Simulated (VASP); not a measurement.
# S (Im-3m) in VASP: further runs

Runs on S. Level: LDA. Tasks: single point.

Program: VASP 6.6.1. These are calculated values, not measurements. Logs are shortened: lines on timing, memory, paths and dates and some standing lists are left out, and cuts for length are marked.

### 1 The cell of the first run

The structure is cubic, space group Im-3m (No. 229). Conventional cell: a = 2.599 Å, b = 2.599 Å, c = 2.599 Å, α = 90.00°, β = 90.00°, γ = 90.00°. S (site symmetry m-3m) has 14 S at 2.25 to 2.60 Å within 3.0 Å.

### 2 Single point, LDA

INCAR

```
PREC = Accurate
ENCUT = 520
EDIFF = 1E-7
ISMEAR = 1
SIGMA = 0.15
LREAL = False
LASPH = True
NELM = 100
ALGO = Normal
ISIF = 2
LWAVE = False
LCHARG = False
NBANDS = 9
```

KPOINTS

```
regular mesh
0
Gamma
  16 16 16
```

POSCAR

```
S
1.0
   -1.2997173388      1.2997173388      1.2997173388
    1.2997173388     -1.2997173388      1.2997173388
    1.2997173388      1.2997173388     -1.2997173388
S
1
Direct
    0.0000000000      0.0000000000      0.0000000000
```

Potentials or basis: VASP PAW LDA potentials, release 64 (S).

Command:

```bash
$ cat potpaw_LDA.64/S/POTCAR > POTCAR
$ mpirun -np 1 vasp_std > vasp.out
```

OUTCAR:

```text
PREC = Accurate
   ENCUT = 520
   EDIFF = 1E-7
   ISMEAR = 1
   LREAL = False
   LASPH = True
   NELM = 100
   ISIF = 2

 ion  position               nearest neighbor table
   1  0.000  0.000  0.000-

  LATTYP: Found a body centered cubic cell.
 ALAT       =     2.5994346776

  Lattice vectors:

 A1 = (  -1.2997173388,   1.2997173388,   1.2997173388)
 A2 = (   1.2997173388,  -1.2997173388,   1.2997173388)
 A3 = (   1.2997173388,   1.2997173388,  -1.2997173388)

Analysis of symmetry for initial positions (statically):
=====================================================================
 Subroutine PRICEL returns:
 Original cell was already a primitive cell.

 Routine SETGRP: Setting up the symmetry group for a
 body centered cubic supercell.

 Subroutine GETGRP returns: Found 48 space group operations
 (whereof 48 operations were pure point group operations)
 out of a pool of 48 trial point group operations.

The static configuration has the point symmetry O_h .

Analysis of symmetry for dynamics (positions and initial velocities):
=====================================================================
 Subroutine PRICEL returns:
 Original cell was already a primitive cell.

 Routine SETGRP: Setting up the symmetry group for a
 body centered cubic supercell.

 Subroutine GETGRP returns: Found 48 space group operations
 (whereof 48 operations were pure point group operations)
 out of a pool of 48 trial point group operations.

The dynamic configuration has the point symmetry O_h .

 Subroutine INISYM returns: Found 48 space group operations
 (whereof 48 operations are pure point group operations),
 and found     1 'primitive' translations

----------------------------------------------------------------------------------------

                                     Primitive cell

  volume of cell :       8.7823

  direct lattice vectors                    reciprocal lattice vectors
    -1.299717339  1.299717339  1.299717339     0.000000000  0.384699030  0.384699030
     1.299717339 -1.299717339  1.299717339     0.384699030  0.000000000  0.384699030
     1.299717339  1.299717339 -1.299717339     0.384699030  0.384699030  0.000000000

  length of vectors
     2.251176466  2.251176466  2.251176466     0.544046586  0.544046586  0.544046586

  position of ions in fractional coordinates (direct lattice)
     0.000000000  0.000000000  0.000000000

  ion indices of the primitive-cell ions
   primitive index   ion index
                 1           1

----------------------------------------------------------------------------------------

 KPOINTS: regular mesh

Automatic generation of k-mesh.
 Grid dimensions read from file:
 generate k-points for:   16   16   16

 Generating k-lattice:

  Cartesian coordinates                     Fractional coordinates (reciprocal lattice)
     0.000000000  0.024043689  0.024043689     0.062500000  0.000000000  0.000000000
     0.024043689  0.000000000  0.024043689     0.000000000  0.062500000  0.000000000
     0.024043689  0.024043689  0.000000000     0.000000000  0.000000000  0.062500000

  Length of vectors
     0.034002912  0.034002912  0.034002912

  Shift w.r.t. Gamma in fractional coordinates (k-lattice)
     0.000000000  0.000000000  0.000000000

 Subroutine IBZKPT returns following result:
 ===========================================

 Found    145 irreducible k-points:

 Following reciprocal coordinates:
            Coordinates               Weight
  0.000000  0.000000  0.000000      1.000000
  0.062500  0.000000  0.000000     12.000000
  0.125000  0.000000  0.000000     12.000000
  0.187500  0.000000  0.000000     12.000000
  0.250000  0.000000  0.000000     12.000000
  0.312500  0.000000  0.000000     12.000000
[... 16 lines left out ...]
  0.187500  0.187500  0.000000     24.000000
  0.250000  0.187500  0.000000     48.000000
 [... further k-points ...]
   k-points           NKPTS =    145   k-points in BZ     NKDIM =    145   number of bands    NBANDS=      9
   number of dos      NEDOS =    301   number of ions     NIONS =      1
   total plane-waves  NPLWV =   5832
   dimension x,y,z NGX =    18 NGY =   18 NGZ =   18
   dimension x,y,z NGXF=    36 NGYF=   36 NGZF=   36
   ions per type =               1
   NGX,Y,Z   is equivalent  to a cutoff of  13.29, 13.29, 13.29 a.u.
   NGXF,Y,Z  is equivalent  to a cutoff of  26.59, 26.59, 26.59 a.u.
 SYSTEM =  unknown system
   PREC   = accura    normal or accurate (medium, high low for compatibility)
   ISTART =      0    job   : 0-new  1-cont  2-samecut
   ICHARG =      2    charge: 1-file 2-atom 10-const
   ISPIN  =      1    spin polarized calculation?
   LNONCOLLINEAR =      F non collinear calculations
   LSORBIT =      F    spin-orbit coupling
   LASPH  =      T    aspherical Exc in radial PAW
   ENCUT  =  520.0 eV  38.22 Ry    6.18 a.u.   4.19  4.19  4.19*2*pi/ulx,y,z
   NELM   =    100;   NELMIN=  2; NELMDL= -5     # of ELM steps
   EDIFF  = 0.1E-06   stopping-criterion for ELM
   LREAL  =      F    real-space projection
   EDIFFG = 0.1E-05   stopping-criterion for IOM
   NSW    =      0    number of steps for IOM
   IBRION =     -1    ionic relax: 0-MD 1-quasi-New 2-CG
   NFREE  =      0    steps in history (QN), initial steepest desc. (CG)
   ISIF   =      2    stress and relaxation
   ISYM   =      2    0-nonsym 1-usesym 2-fastsym
   POTIM  = 0.5000    time-step for ionic-motion
   TEBEG  =    0.0;   TEEND  =   0.0 temperature during run
   PSTRESS=    0.0 pullay stress
   NELECT =       6.0000    total number of electrons
   NUPDOWN=      -1.0000    fix difference up-down
   EMIN   =  10.00;   EMAX   =-10.00  energy-range for DOS
   EFERMI =   0.00;   METHOD = LEGACY
   ISMEAR =     1;   SIGMA  =   0.15  broadening in eV -4-tet -1-fermi 0-gaus
   EFERMI_NEDOS =   21; number of points for ismear=-14 and -15
   IALGO  =     38    algorithm
   IMIX   =      4    mixing-type and parameters
     AMIX     =   0.40;   BMIX     =  1.00
     AMIX_MAG =   1.60;   BMIX_MAG =  1.00
  volume/ion in A,a.u.               =       8.78        59.27
  Fermi-wavevector in a.u.,A,eV,Ry     =   1.441860  2.724720 28.285960  2.078959
  Thomas-Fermi vector in A             =   2.560445
   LORBIT       =      0    0 simple, 1 ext, 2 COOP (PROOUT), +10 PAW based schemes
   GGA     = CA    functional components
   LHFCALC =     F    Hartree Fock is set to
   AEXX    =    0.0000 exact exchange contribution
   IVDW    =     0    specifies the selected vdW correction
   LEPSILON=     F    determine dielectric tensor
   LRPA    =     F    only Hartree local field effects (RPA)
 non-spin polarized calculation
 Methfessel and Paxton  Order N= 1 SIGMA  =   0.15
  energy-cutoff  :      520.00
  volume of cell :        8.78
 maximum number of plane-waves:       247
 NGX is ok and might be reduce to    18

 number of electron       6.0000000 magnetization

 Free energy of the ion-electron system (eV)
  ---------------------------------------------------
  ext. energy  EPLUGINS =         0.00000000
  ---------------------------------------------------
  free energy    TOTEN  =        -2.11406086 eV

  energy without entropy =       -2.11456409  energy(sigma->0) =       -2.11422860

 E-fermi :  18.6776     XC(G=0): -14.1702

 val. band max:       18.6206603762   @ k =   0.1875   0.1250  -0.0000
 cond. band min:      18.7394053277   @ k =  -0.4375   0.4375   0.0625
 fundamental gap:      0.1187449515
 Fermi energy:        18.6776236369

 k-point     1 :       0.0000    0.0000    0.0000
  band No.  band energies     occupation
      1      -6.2763      2.00000
      2      26.3091      0.00000
      3      26.3091      0.00000
      4      26.3091      0.00000
      5      31.1923      0.00000
      6      31.1923      0.00000
      7      31.1923      0.00000
      8      36.7321      0.00000
      9      36.7321      0.00000

 k-point     2 :       0.0625    0.0000    0.0000
  band No.  band energies     occupation
      1      -6.1143      2.00000
      2      25.1135      0.00000
      3      25.5415      0.00000
      4      26.1830      0.00000
      5      30.7194      0.00000
      6      31.5673      0.00000
      7      32.2485      0.00000
      8      35.6952      0.00000
      9      36.5586      0.00000

 k-point     3 :       0.1250    0.0000    0.0000
  band No.  band energies     occupation
      1      -5.6289      2.00000
      2      22.4371      0.00000
      3      24.1234      0.00000
      4      25.8239      0.00000
      5      29.6072      0.00000
      6      31.4890      0.00000
      7      34.5294      0.00000
      8      35.0511      0.00000
      9      36.3469      0.00000

 k-point     4 :       0.1875    0.0000    0.0000
  band No.  band energies     occupation
      1      -4.8222      2.00000
      2      19.2068     -0.00001
      3      22.7369      0.00000
      4      25.2952      0.00000
      5      28.3174      0.00000
      6      30.4389      0.00000
      7      35.8153      0.00000
      8      36.4600      0.00000
      9      37.3401      0.00000
[... 205 lines left out ...]
 k-point    22 :       0.4375    0.1250    0.0000
  band No.  band energies     occupation
      1       3.7082      2.00000
      2       5.0529      2.00000
      3      16.1947      2.00000
      4      20.8988     -0.00000
      5      27.4881      0.00000
      6      30.8351      0.00000
      7      39.6710      0.00000
      8      39.9815      0.00000
      9      48.4274      0.00000

 k-point    23 :       0.1875    0.1875    0.0000
  band No.  band energies     occupation
      1      -1.9433      2.00000
      2      14.5109      2.00000
      3      15.8721      2.00000
      4      21.8645      0.00000
      5      29.3770      0.00000
      6      31.4758      0.00000
      7      36.5713      0.00000
      8      38.7562      0.00000
      9      43.3283      0.00000

 k-point    24 :       0.2500    0.1875    0.0000
  band No.  band energies     occupation
      1      -0.3635      2.00000
      2      11.8635      2.00000
      3      14.4961      2.00000
      4      21.1354     -0.00000
      5      29.3123      0.00000
      6      31.8902      0.00000
      7      37.2281      0.00000
      8      40.0202      0.00000
      9      44.9887      0.00000

 [... further k-points ...]

------------------------ aborting loop because EDIFF is reached ----------------------------------------

  FORCE on cell =-STRESS in cart. coord.  units (eV):
  Direction    XX          YY          ZZ          XY          YZ          ZX
  --------------------------------------------------------------------------------------
  -------------------------------------------------------------------------------------
  Total        7.8200374      7.8200374      7.8200374     -0.0000000      0.0000000     -0.0000000
  in kB     1426.6343670   1426.6343670   1426.6343670     -0.0000000      0.0000000     -0.0000000
  external PRESSURE =    1426.6343670 kB  Pullay stress =       0.0000000 kB

 VOLUME and BASIS-vectors are now :
 -----------------------------------------------------------------------------
  energy-cutoff  :      520.00
  volume of cell :        8.78
      direct lattice vectors                 reciprocal lattice vectors
    -1.299717339  1.299717339  1.299717339     0.000000000  0.384699030  0.384699030
     1.299717339 -1.299717339  1.299717339     0.384699030  0.000000000  0.384699030
     1.299717339  1.299717339 -1.299717339     0.384699030  0.384699030  0.000000000

 POSITION                                       TOTAL-FORCE (eV/Angst)
 -----------------------------------------------------------------------------------
      0.00000      0.00000      0.00000         0.000000      0.000000      0.000000
 -----------------------------------------------------------------------------------
    total drift:                                0.000000     -0.000000      0.000000

  FREE ENERGIE OF THE ION-ELECTRON SYSTEM (eV)
  ---------------------------------------------------
  free  energy   TOTEN  =        -2.1140608574 eV

  energy  without entropy=       -2.1145640937  energy(sigma->0) =       -2.11422860
```

Wall time 7.3 s (1 thread of Intel Xeon Platinum 8488C (Sapphire Rapids), shared host); peak memory 0.11 GiB.

Results:

* Free energy: -2.1141 eV
* Pressure: 142.7 GPa
* Band gap on the k mesh: zero (band 3 reaches 26.31 eV, above the bottom of band 4 at 9.56 eV)

### 3 Single point, LDA

INCAR

```
SYSTEM = S
PREC = Accurate
ENCUT = 520
EDIFF = 1E-7
ISMEAR = -1
SIGMA = 0.08
LREAL = .False.
LASPH = .True.
NELM = 80
ALGO = Normal
ISIF = 2
LWAVE = .False.
LCHARG = .False.
GGA = CA
NBANDS = 9
```

KPOINTS

```
regular mesh
0
Gamma
  16 16 16
  0 0 0
```

POSCAR

```
S
1.0
   -1.3682470146      1.3682470146      1.3682470146
    1.3682470146     -1.3682470146      1.3682470146
    1.3682470146      1.3682470146     -1.3682470146
S
1
Direct
    0.0000000000      0.0000000000      0.0000000000
```

Potentials or basis: VASP PAW LDA potentials, release 64 (S).

Command:

```bash
$ cat potpaw_LDA.64/S/POTCAR > POTCAR
$ mpirun -np 1 vasp_std > vasp.out
```

Run time: 6.8 s. Hardware: 1 thread of Intel Xeon Platinum 8488C (Sapphire Rapids), shared host; peak memory 0.11 GiB.

Results (log left out):

```yaml
Free_energy: -3.0881 eV
Pressure: 75.7 GPa
Band_gap_on_the_k_mesh: zero (band 3 reaches 21.33 eV, above the bottom of band 4 at 7.67 eV)
```

Levels at points of the mesh, in eV from the Fermi level:
| k point | band 1 | band 2 | band 3 | band 4 | band 5 | band 6 |
| --- | --- | --- | --- | --- | --- | --- |
| (0.00, 0.00, 0.00) | -22.45 | 6.02 | 6.02 | 6.02 | 12.42 | 12.42 |
| (0.50, 0.00, 0.00) | -14.43 | -12.10 | 0.38 | 3.85 | 6.76 | 7.97 |
| (0.50, 0.50, 0.50) | -7.18 | -5.71 | -5.71 | -5.71 | 0.70 | 0.70 |

### 4 Single point, LDA

This run uses another cell than the first one, of 10.25 Å³/atom, 1.167 times its volume.

INCAR

```
PREC = Accurate
ENCUT = 520
EDIFF = 1E-7
ISMEAR = -1
SIGMA = 0.05
LREAL = False
LASPH = True
NELM = 80
ALGO = Normal
ISIF = 2
LWAVE = False
LCHARG = False
GGA = CA
NBANDS = 9
```

KPOINTS

```
regular mesh
0
Gamma
  16 16 16
```

POSCAR is that of step 3.

Potentials or basis: VASP PAW LDA potentials, release 64 (S).

Command:

```bash
$ cat potpaw_LDA.64/S/POTCAR > POTCAR
$ mpirun -np 1 vasp_std > vasp.out
```

OUTCAR:

```text
PREC = Accurate
   ENCUT = 520
   EDIFF = 1E-7
   ISMEAR = -1
   LREAL = False
   LASPH = True
   NELM = 80
   ISIF = 2
   GGA = CA

 ion  position               nearest neighbor table
   1  0.000  0.000  0.000-

  LATTYP: Found a body centered cubic cell.
 ALAT       =     2.7364940292

  Lattice vectors:

 A1 = (  -1.3682470146,   1.3682470146,   1.3682470146)
 A2 = (   1.3682470146,  -1.3682470146,   1.3682470146)
[... 465 lines left out ...]
      7      32.7159      0.00000
      8      35.1674      0.00000
      9      39.4479      0.00000

 [... further k-points ...]

------------------------ aborting loop because EDIFF is reached ----------------------------------------

  FORCE on cell =-STRESS in cart. coord.  units (eV):
  Direction    XX          YY          ZZ          XY          YZ          ZX
  --------------------------------------------------------------------------------------
  -------------------------------------------------------------------------------------
  Total        4.8437477      4.8437477      4.8437477     -0.0000000      0.0000000     -0.0000000
  in kB      757.4231589    757.4231589    757.4231589     -0.0000000      0.0000000     -0.0000000
  external PRESSURE =     757.4231589 kB  Pullay stress =       0.0000000 kB

 VOLUME and BASIS-vectors are now :
 -----------------------------------------------------------------------------
  energy-cutoff  :      520.00
  volume of cell :       10.25
      direct lattice vectors                 reciprocal lattice vectors
    -1.368247015  1.368247015  1.368247015     0.000000000  0.365431092  0.365431092
     1.368247015 -1.368247015  1.368247015     0.365431092  0.000000000  0.365431092
     1.368247015  1.368247015 -1.368247015     0.365431092  0.365431092  0.000000000

 POSITION                                       TOTAL-FORCE (eV/Angst)
 -----------------------------------------------------------------------------------
      0.00000      0.00000      0.00000         0.000000     -0.000000      0.000000
 -----------------------------------------------------------------------------------
    total drift:                                0.000000     -0.000000      0.000000

  FREE ENERGIE OF THE ION-ELECTRON SYSTEM (eV)
  ---------------------------------------------------
  free  energy   TOTEN  =        -3.0848003289 eV

  energy  without entropy=       -3.0802108038  energy(sigma->0) =       -3.08250557
```

It took 10 s on 1 thread of Intel Xeon Platinum 8488C (Sapphire Rapids), shared host; peak memory 0.11 GiB.

What came out:

* Free energy: -3.0848 eV
* Pressure: 75.7 GPa
* Band gap on the k mesh: zero (band 3 reaches 21.33 eV, above the bottom of band 4 at 7.67 eV)

### 5 Summary

| cell | smearing | gap on the mesh (eV) | pressure (GPa) |
| --- | --- | --- | --- |
| a = 2.251 Å, angles 109.5°, 1 atom | methfessel-paxton 0.15 eV | none | 142.7 |
| a = 2.370 Å, angles 109.5°, 1 atom | fermi-dirac 0.08 eV | none | 75.7 |
| a = 2.370 Å, angles 109.5°, 1 atom | fermi-dirac 0.05 eV | none | 75.7 |

Alike in all rows: task single point; level LDA; potentials or basis VASP PAW LDA potentials, release 64 (S); no spin polarisation; k mesh 16 × 16 × 16; cutoff (eV) 520.

Absolute energies hang on the potentials; compare differences alone.
